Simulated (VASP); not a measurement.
Write the native input for VASP 6.6.1 that does the following.

- Task: relaxation of cell and atoms
- Functional: PBEsol
- Potentials or basis: VASP PAW PBE potentials, release 64 (Co)
- Cutoff: 600 eV
- k mesh: 12 × 12 × 7
- Occupations: fermi-dirac, width 0.05 eV
- Spin: collinear spin, ferromagnetic start
- Starting moments: [2.0, 2.0] μB
- Dipole correction: no
- Further INCAR settings: ALGO = Normal; EDIFF = 1e-06; IBRION = 2; EDIFFG = -0.01; NSW = 60; ISIF = 3

The structure of Co lies in POSCAR:

```
Co
1.0
    2.4719999032      0.0000000000      0.0000000000
   -1.2359999516      2.1408147143      0.0000000000
    0.0000000000      0.0000000000      4.0211440800
Co
2
Direct
    0.6666666667      0.3333333333      0.7500000000
    0.3333333333      0.6666666667      0.2500000000
```

The input as run:

INCAR

```
PREC = Accurate ; ENCUT = 600
EDIFF = 1E-6 ; ISMEAR = -1
SIGMA = 0.05 ; LREAL = F
LASPH = T ; NELM = 150
ALGO = Normal ; ISIF = 3
LWAVE = F ; LCHARG = F
ISPIN = 2 ; MAGMOM = 2 2
LORBIT = 11 ; LMAXMIX = 4
GGA = PS ; IBRION = 2
NSW = 60 ; EDIFFG = -0.01
```

KPOINTS

```
regular mesh
0
Gamma
  12 12 7
```

Potentials or basis: VASP PAW PBE potentials, release 64 (Co).

Launch:

```console
$ cat potpaw_PBE.64/Co/POTCAR > POTCAR
$ mpirun -np 1 vasp_std > vasp.out
```

Results of the run:

| Quantity | Value |
| --- | --- |
| Relaxed volume | 10.32 Å³/atom |
| Relaxed cell | a = 2.453 Å, b = 2.453 Å, c = 3.958 Å, α = 90.00°, β = 90.00°, γ = 120.00° |
| Space group after relaxing (to 0.05 Å) | P6_3/mmc (No. 194) |
| Energy gained by relaxing | 7.3 meV/atom |
| Ionic steps | 5 |
| Pressure after relaxing | 0.1 GPa |
| Net moment | 3.10 μB per cell |
| Site moments | Co +1.56 μB |
| Valence electrons inside the program's atomic spheres | Co 8.38 |

Caveat: the PAW data sets were made with another functional, which shifts forces and pressure a little.

Wall time 110 s on 1 thread of Intel Xeon 6975P-C (shared host), peak memory 0.18 GiB.
